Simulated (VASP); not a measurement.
# WC (WC type) (P-6m2) in VASP: a series of runs

WC (WC type) is run at these levels: PBE; tasks: single point.

All numbers are computed with VASP 6.6.1; they aren't measurements. Logs are shortened: lines on timing, memory, paths and dates and some standing lists are left out, and cuts for length are marked.

### 1 The cell of the first run

Symmetry: P-6m2, No. 187, hexagonal system. Conventional cell: a = 2.922 Å, b = 2.922 Å, c = 2.846 Å, α = 90.00°, β = 90.00°, γ = 120.00°. W (site symmetry -6m2) has 6 C at 2.21 Å and 2 W at 2.85 Å within 2.9 Å. C (site symmetry -6m2) has 6 W at 2.21 Å and 2 C at 2.85 Å within 2.9 Å.

### 2 Single point, PBE

File INCAR:

```
  ALGO = Normal
  EDIFF = 1E-7
  ENCUT = 520
  GGA = PE
  ISIF = 2
  ISMEAR = -1
  LASPH = True
  LCHARG = True
  LELF = True
  LREAL = False
  LVHAR = True
  LWAVE = False
  NBANDS = 16
  NELM = 100
  PREC = Accurate
  SIGMA = 0.1
```

File KPOINTS:

```
k-points
0
Gamma
  17 17 15
```

File POSCAR:

```
WC
1.0
    2.9223597844      0.0000000000      0.0000000000
   -1.4611798922      2.5308378122      0.0000000000
    0.0000000000      0.0000000000      2.8462915895
W C
1 1
Direct
    0.0000000000      0.0000000000      0.0000000000
    0.3333333333      0.6666666667      0.5000000000
```

Potentials or basis: VASP PAW PBE potentials, release 64 (W_sv, C).

The run is started by

```sh
cat potpaw_PBE.64/W_sv/POTCAR potpaw_PBE.64/C/POTCAR > POTCAR
mpirun -np 1 vasp_std > vasp.out
```

OUTCAR:

```text
EDIFF = 1E-7
   ENCUT = 520
   GGA = PE
   ISIF = 2
   ISMEAR = -1
   LASPH = True
   LREAL = False
   NELM = 100
   PREC = Accurate

 ion  position               nearest neighbor table
   1  0.000  0.000  0.000-   2 2.21   2 2.21   2 2.21   2 2.21   2 2.21   2 2.21
   2  0.333  0.667  0.500-   1 2.21   1 2.21   1 2.21   1 2.21   1 2.21   1 2.21

  LATTYP: Found a hexagonal cell.
 ALAT       =     2.9223597844
 C/A-ratio  =     0.9739702841

  Lattice vectors:

 A1 = (   2.9223597844,   0.0000000000,   0.0000000000)
 A2 = (  -1.4611798922,   2.5308378122,   0.0000000000)
 A3 = (   0.0000000000,   0.0000000000,   2.8462915895)

Analysis of symmetry for initial positions (statically):
=====================================================================
 Subroutine PRICEL returns:
 Original cell was already a primitive cell.

 Routine SETGRP: Setting up the symmetry group for a
 hexagonal supercell.

 Subroutine GETGRP returns: Found 12 space group operations
 (whereof 12 operations were pure point group operations)
 out of a pool of 24 trial point group operations.

The static configuration has the point symmetry D_3h.

Analysis of symmetry for dynamics (positions and initial velocities):
=====================================================================
 Subroutine PRICEL returns:
 Original cell was already a primitive cell.

 Routine SETGRP: Setting up the symmetry group for a
 hexagonal supercell.

 Subroutine GETGRP returns: Found 12 space group operations
 (whereof 12 operations were pure point group operations)
 out of a pool of 24 trial point group operations.

The dynamic configuration has the point symmetry D_3h.

 Subroutine INISYM returns: Found 12 space group operations
 (whereof 12 operations are pure point group operations),
 and found     1 'primitive' translations

----------------------------------------------------------------------------------------

                                     Primitive cell

  volume of cell :      21.0512

  direct lattice vectors                    reciprocal lattice vectors
     2.922359784  0.000000000  0.000000000     0.342189215  0.197563035  0.000000000
    -1.461179892  2.530837812  0.000000000     0.000000000  0.395126071  0.000000000
     0.000000000  0.000000000  2.846291589     0.000000000  0.000000000  0.351334348

  length of vectors
     2.922359784  2.922359784  2.846291589     0.395126071  0.395126071  0.351334348

  position of ions in fractional coordinates (direct lattice)
     0.000000000  0.000000000  0.000000000
     0.333333333  0.666666667  0.500000000

  ion indices of the primitive-cell ions
   primitive index   ion index
                 1           1
                 2           2

----------------------------------------------------------------------------------------

 KPOINTS: k-points

Automatic generation of k-mesh.
 Grid dimensions read from file:
 generate k-points for:   17   17   15

 Generating k-lattice:

  Cartesian coordinates                     Fractional coordinates (reciprocal lattice)
     0.020128777  0.011621355  0.000000000     0.058823529  0.000000000  0.000000000
     0.000000000  0.023242710  0.000000000     0.000000000  0.058823529  0.000000000
     0.000000000  0.000000000  0.023422290     0.000000000  0.000000000  0.066666667

  Length of vectors
     0.023242710  0.023242710  0.023422290

  Shift w.r.t. Gamma in fractional coordinates (k-lattice)
     0.000000000  0.000000000  0.000000000

 Subroutine IBZKPT returns following result:
 ===========================================

 Found    264 irreducible k-points:

 Following reciprocal coordinates:
            Coordinates               Weight
  0.000000  0.000000  0.000000      1.000000
  0.058824  0.000000  0.000000      6.000000
  0.117647  0.000000  0.000000      6.000000
  0.176471  0.000000  0.000000      6.000000
  0.235294  0.000000  0.000000      6.000000
  0.294118  0.000000  0.000000      6.000000
[... 16 lines left out ...]
  0.411765  0.117647  0.000000     12.000000
  0.176471  0.176471  0.000000      6.000000
 [... further k-points ...]
   k-points           NKPTS =    264   k-points in BZ     NKDIM =    264   number of bands    NBANDS=     16
   number of dos      NEDOS =    301   number of ions     NIONS =      2
   total plane-waves  NPLWV =  13824
   dimension x,y,z NGX =    24 NGY =   24 NGZ =   24
   dimension x,y,z NGXF=    48 NGYF=   48 NGZF=   48
   ions per type =               1   1
   NGX,Y,Z   is equivalent  to a cutoff of  13.65, 13.65, 14.02 a.u.
   NGXF,Y,Z  is equivalent  to a cutoff of  27.31, 27.31, 28.04 a.u.
 SYSTEM =  unknown system
   PREC   = accura    normal or accurate (medium, high low for compatibility)
   ISTART =      0    job   : 0-new  1-cont  2-samecut
   ICHARG =      2    charge: 1-file 2-atom 10-const
   ISPIN  =      1    spin polarized calculation?
   LNONCOLLINEAR =      F non collinear calculations
   LSORBIT =      F    spin-orbit coupling
   LASPH  =      T    aspherical Exc in radial PAW
   ENCUT  =  520.0 eV  38.22 Ry    6.18 a.u.   5.43  5.43  5.29*2*pi/ulx,y,z
   NELM   =    100;   NELMIN=  2; NELMDL= -5     # of ELM steps
   EDIFF  = 0.1E-06   stopping-criterion for ELM
   LREAL  =      F    real-space projection
   EDIFFG = 0.1E-05   stopping-criterion for IOM
   NSW    =      0    number of steps for IOM
   IBRION =     -1    ionic relax: 0-MD 1-quasi-New 2-CG
   NFREE  =      0    steps in history (QN), initial steepest desc. (CG)
   ISIF   =      2    stress and relaxation
   ISYM   =      2    0-nonsym 1-usesym 2-fastsym
   POTIM  = 0.5000    time-step for ionic-motion
   TEBEG  =    0.0;   TEEND  =   0.0 temperature during run
   PSTRESS=    0.0 pullay stress
   NELECT =      18.0000    total number of electrons
   NUPDOWN=      -1.0000    fix difference up-down
   EMIN   =  10.00;   EMAX   =-10.00  energy-range for DOS
   EFERMI =   0.00;   METHOD = LEGACY
   ISMEAR =    -1;   SIGMA  =   0.10  broadening in eV -4-tet -1-fermi 0-gaus
   EFERMI_NEDOS =   21; number of points for ismear=-14 and -15
   IALGO  =     38    algorithm
   IMIX   =      4    mixing-type and parameters
     AMIX     =   0.40;   BMIX     =  1.00
     AMIX_MAG =   1.60;   BMIX_MAG =  1.00
  volume/ion in A,a.u.               =      10.53        71.03
  Fermi-wavevector in a.u.,A,eV,Ry     =   1.553841  2.936333 32.850198  2.414421
  Thomas-Fermi vector in A             =   2.658013
   LORBIT       =      0    0 simple, 1 ext, 2 COOP (PROOUT), +10 PAW based schemes
   GGA     = PE    functional components
   LHFCALC =     F    Hartree Fock is set to
   AEXX    =    0.0000 exact exchange contribution
   IVDW    =     0    specifies the selected vdW correction
   LEPSILON=     F    determine dielectric tensor
   LRPA    =     F    only Hartree local field effects (RPA)
 non-spin polarized calculation
  energy-cutoff  :      520.00
  volume of cell :       21.05
 maximum number of plane-waves:       587
 NGX is ok and might be reduce to    24
   NGX = 11   NGY = 11   NGZ = 11

 number of electron      18.0000000 magnetization

 Free energy of the ion-electron system (eV)
  ---------------------------------------------------
  ext. energy  EPLUGINS =         0.00000000
  ---------------------------------------------------
  free energy    TOTEN  =       -22.45400610 eV

  energy without entropy =      -22.44414796  energy(sigma->0) =      -22.44907703

 E-fermi :  10.8795     XC(G=0): -13.7198

 val. band max:       10.8563935639   @ k =   0.4706   0.0588   0.4000
 cond. band min:      10.8830251352   @ k =   0.0588   0.0588   0.3333
 fundamental gap:      0.0266315713
 Fermi energy:        10.8795104810

 k-point     1 :       0.0000    0.0000    0.0000
  band No.  band energies     occupation
      1     -63.1570      2.00000
      2     -27.1336      2.00000
      3     -27.0435      2.00000
      4     -27.0435      2.00000
      5      -3.4659      2.00000
      6       6.6468      2.00000
[... 8 lines left out ...]
     15      25.0924      0.00000
     16      27.4678      0.00000

 k-point     2 :       0.0588    0.0000    0.0000
  band No.  band energies     occupation
      1     -63.1552      2.00000
      2     -27.1301      2.00000
      3     -27.0708      2.00000
      4     -27.0497      2.00000
      5      -3.3764      2.00000
      6       6.6782      2.00000
[... 8 lines left out ...]
     15      24.8927      0.00000
     16      27.6572      0.00000

 k-point     3 :       0.1176    0.0000    0.0000
  band No.  band energies     occupation
      1     -63.1499      2.00000
      2     -27.1485      2.00000
      3     -27.1200      2.00000
      4     -27.0674      2.00000
      5      -3.1156      2.00000
      6       6.6140      2.00000
[... 8 lines left out ...]
     15      24.5797      0.00000
     16      28.2008      0.00000

 k-point     4 :       0.1765    0.0000    0.0000
  band No.  band energies     occupation
      1     -63.1420      2.00000
      2     -27.2647      2.00000
      3     -27.1048      2.00000
      4     -27.0941      2.00000
      5      -2.7059      2.00000
      6       6.1666      2.00000
[... 8 lines left out ...]
     15      24.4522      0.00000
     16      29.0313      0.00000
[... 324 lines left out ...]
 k-point    22 :       0.3529    0.1176    0.0000
  band No.  band energies     occupation
      1     -63.1051      2.00000
      2     -27.7324      2.00000
      3     -27.2714      2.00000
      4     -27.0333      2.00000
      5      -0.3241      2.00000
      6       4.1984      2.00000
[... 8 lines left out ...]
     15      24.9996      0.00000
     16      27.8124      0.00000

 k-point    23 :       0.4118    0.1176    0.0000
  band No.  band energies     occupation
      1     -63.1017      2.00000
      2     -27.7734      2.00000
      3     -27.2869      2.00000
      4     -27.0267      2.00000
      5      -0.0315      2.00000
      6       4.0228      2.00000
[... 8 lines left out ...]
     15      24.2811      0.00000
     16      28.3606      0.00000

 k-point    24 :       0.1765    0.1765    0.0000
  band No.  band energies     occupation
      1     -63.1204      2.00000
      2     -27.5277      2.00000
      3     -27.2137      2.00000
      4     -27.0631      2.00000
      5      -1.4386      2.00000
      6       5.0115      2.00000
[... 8 lines left out ...]
     15      25.3423      0.00000
     16      28.1609      0.00000

 [... further k-points ...]
[... 5 lines left out ...]
  --------------------------------------------------------------------------------------
  -------------------------------------------------------------------------------------
  Total        0.1265047      0.1265047      0.1653410      0.0000000     -0.0000000     -0.0000000
  in kB        9.6280874      9.6280874     12.5838593      0.0000000     -0.0000000     -0.0000000
  external PRESSURE =      10.6133447 kB  Pullay stress =       0.0000000 kB

 VOLUME and BASIS-vectors are now :
 -----------------------------------------------------------------------------
  energy-cutoff  :      520.00
  volume of cell :       21.05
      direct lattice vectors                 reciprocal lattice vectors
     2.922359784  0.000000000  0.000000000     0.342189215  0.197563035  0.000000000
    -1.461179892  2.530837812  0.000000000     0.000000000  0.395126071  0.000000000
     0.000000000  0.000000000  2.846291589     0.000000000  0.000000000  0.351334348

 POSITION                                       TOTAL-FORCE (eV/Angst)
 -----------------------------------------------------------------------------------
      0.00000      0.00000      0.00000         0.000000      0.000000      0.000000
     -0.00000      1.68723      1.42315        -0.000000     -0.000000      0.000000
 -----------------------------------------------------------------------------------
    total drift:                               -0.000000      0.000000     -0.000000

  FREE ENERGIE OF THE ION-ELECTRON SYSTEM (eV)
  ---------------------------------------------------
  free  energy   TOTEN  =       -22.4540061029 eV

  energy  without entropy=      -22.4441479592  energy(sigma->0) =      -22.44907703
```

Wall time 1.8 min (1 thread of Intel Xeon 8259CL, shared host); peak memory 0.21 GiB.

Results:

```
Free energy            : -22.4540 eV
Pressure               : 1.1 GPa
Band gap on the k mesh : zero (band 9 reaches 11.55 eV, above the bottom of band 10 at 10.32 eV)
```

Stress tensor (GPa, compression positive):
```
0.96 0.00 0.00
0.00 0.96 0.00
0.00 0.00 1.26
```

Caveat: spin-orbit coupling is left out, which moves the levels of the heavy elements.

### 3 Single point, PBE

File INCAR:

```
SYSTEM = WC
PREC = Accurate ; ENCUT = 520
EDIFF = 1E-6 ; ISMEAR = -1
SIGMA = 0.1 ; LREAL = .False.
LASPH = .True. ; NELM = 60
ALGO = Normal ; ISIF = 2
LWAVE = .False. ; LCHARG = .False.
GGA = PE ; NBANDS = 16
```

File KPOINTS:

```
regular mesh
0
Gamma
  17 17 15
  0 0 0
```

POSCAR is that of step 2.

Potentials or basis: VASP PAW PBE potentials, release 64 (W_sv, C).

The run is started by

```sh
cat potpaw_PBE.64/W_sv/POTCAR potpaw_PBE.64/C/POTCAR > POTCAR
mpirun -np 1 vasp_std > vasp.out
```

OUTCAR:

```text
SYSTEM = WC
   PREC = Accurate
   ENCUT = 520
   EDIFF = 1E-6
   ISMEAR = -1
   LREAL = .False.
   LASPH = .True.
   NELM = 60
   ISIF = 2
   GGA = PE

 ion  position               nearest neighbor table
   1  0.000  0.000  0.000-   2 2.21   2 2.21   2 2.21   2 2.21   2 2.21   2 2.21
   2  0.333  0.667  0.500-   1 2.21   1 2.21   1 2.21   1 2.21   1 2.21   1 2.21

  LATTYP: Found a hexagonal cell.
 ALAT       =     2.9223597844
 C/A-ratio  =     0.9739702841

  Lattice vectors:

 A1 = (   2.9223597844,   0.0000000000,   0.0000000000)
 A2 = (  -1.4611798922,   2.5308378122,   0.0000000000)
 A3 = (   0.0000000000,   0.0000000000,   2.8462915895)

Analysis of symmetry for initial positions (statically):
=====================================================================
 Subroutine PRICEL returns:
 Original cell was already a primitive cell.

 Routine SETGRP: Setting up the symmetry group for a
 hexagonal supercell.

 Subroutine GETGRP returns: Found 12 space group operations
[... 158 lines left out ...]
  ---------------------------------------------------
  ext. energy  EPLUGINS =         0.00000000
  ---------------------------------------------------
  free energy    TOTEN  =       -22.45400618 eV

  energy without entropy =      -22.44414839  energy(sigma->0) =      -22.44907728

 E-fermi :  10.8795     XC(G=0): -13.7198

 val. band max:       10.8564147677   @ k =   0.4706   0.0588   0.4000
 cond. band min:      10.8830500753   @ k =   0.0588   0.0588   0.3333
 fundamental gap:      0.0266353076
 Fermi energy:        10.8795221005

 k-point     1 :       0.0000    0.0000    0.0000
  band No.  band energies     occupation
      1     -63.1569      2.00000
      2     -27.1335      2.00000
      3     -27.0434      2.00000
      4     -27.0434      2.00000
      5      -3.4660      2.00000
      6       6.6468      2.00000
[... 433 lines left out ...]
      3     -27.2136      2.00000
      4     -27.0630      2.00000
      5      -1.4387      2.00000
      6       5.0115      2.00000
[... 8 lines left out ...]
     15      25.3422      0.00000
     16      28.1609      0.00000

 [... further k-points ...]
[... 5 lines left out ...]
  --------------------------------------------------------------------------------------
  -------------------------------------------------------------------------------------
  Total        0.1251059      0.1251059      0.1631321      0.0000000      0.0000000      0.0000000
  in kB        9.5216240      9.5216240     12.4157431      0.0000000      0.0000000      0.0000000
  external PRESSURE =      10.4863304 kB  Pullay stress =       0.0000000 kB

 VOLUME and BASIS-vectors are now :
 -----------------------------------------------------------------------------
  energy-cutoff  :      520.00
  volume of cell :       21.05
      direct lattice vectors                 reciprocal lattice vectors
     2.922359784  0.000000000  0.000000000     0.342189215  0.197563035  0.000000000
    -1.461179892  2.530837812  0.000000000     0.000000000  0.395126071  0.000000000
     0.000000000  0.000000000  2.846291589     0.000000000  0.000000000  0.351334348

 POSITION                                       TOTAL-FORCE (eV/Angst)
 -----------------------------------------------------------------------------------
      0.00000      0.00000      0.00000         0.000000      0.000000      0.000000
     -0.00000      1.68723      1.42315        -0.000000     -0.000000      0.000000
 -----------------------------------------------------------------------------------
    total drift:                               -0.000000      0.000000     -0.000000

  FREE ENERGIE OF THE ION-ELECTRON SYSTEM (eV)
  ---------------------------------------------------
  free  energy   TOTEN  =       -22.4540061755 eV

  energy  without entropy=      -22.4441483862  energy(sigma->0) =      -22.44907728
```

OSZICAR:

```text
N       E                     dE             d eps       ncg     rms          rms(c)
DAV:   1     0.110352480818E+03    0.11035E+03   -0.94092E+03  8456   0.125E+03
DAV:   2    -0.222873664559E+02   -0.13264E+03   -0.12816E+03 10000   0.337E+02
DAV:   3    -0.255158049659E+02   -0.32284E+01   -0.32177E+01  9488   0.500E+01
DAV:   4    -0.255328742970E+02   -0.17069E-01   -0.17068E-01 11024   0.410E+00
DAV:   5    -0.255330028323E+02   -0.12854E-03   -0.12853E-03  9416   0.337E-01    0.315E+01
DAV:   6    -0.225414003719E+02    0.29916E+01   -0.58299E+00 10200   0.259E+01    0.814E+00
DAV:   7    -0.224824327057E+02    0.58968E-01   -0.44598E-01  8896   0.510E+00    0.606E+00
DAV:   8    -0.224552252748E+02    0.27207E-01   -0.67556E-02  9536   0.224E+00    0.106E+00
DAV:   9    -0.224540734146E+02    0.11519E-02   -0.30496E-03  9408   0.441E-01    0.124E-01
DAV:  10    -0.224540076959E+02    0.65719E-04   -0.30335E-04 10288   0.197E-01    0.613E-02
DAV:  11    -0.224540070300E+02    0.66589E-06   -0.13008E-05  9568   0.326E-02    0.105E-02
DAV:  12    -0.224540061755E+02    0.85454E-06   -0.29068E-06  9408   0.154E-02
   1 F= -.22454006E+02 E0= -.22449077E+02  d E =-.985779E-02
```

stdout:

```text
POSCAR found type information on POSCAR W C
 POSCAR found :  2 types and       2 ions
 scaLAPACK will be used
 LDA part: xc-table for (Slater+PW92), standard interpolation
 POSCAR, INCAR and KPOINTS ok, starting setup
 FFT: planning ... GRIDC
 FFT: planning ... GRID_SOFT
 FFT: planning ... GRID
 WAVECAR not read
 entering main loop
```

It took 1.7 min on 1 thread of Intel Xeon 8259CL, shared host; peak memory 0.21 GiB.

What came out:

* Free energy: -22.4540 eV
* Pressure: 1.0 GPa
* Band gap on the k mesh: zero (band 9 reaches 11.55 eV, above the bottom of band 10 at 10.32 eV)

Stress tensor (GPa, compression positive):
```
0.95 0.00 0.00
0.00 0.95 0.00
0.00 0.00 1.24
```

Levels at points of the mesh, in eV from the Fermi level:
| k point | band 6 | band 7 | band 8 | band 9 | band 10 | band 11 | band 12 | band 13 |
| --- | --- | --- | --- | --- | --- | --- | --- | --- |
| (0.00, 0.00, 0.00) | -4.23 | -3.29 | -3.29 | 0.10 | 3.17 | 3.17 | 5.55 | 5.55 |

Caveat: spin-orbit coupling is left out, which moves the levels of the heavy elements.
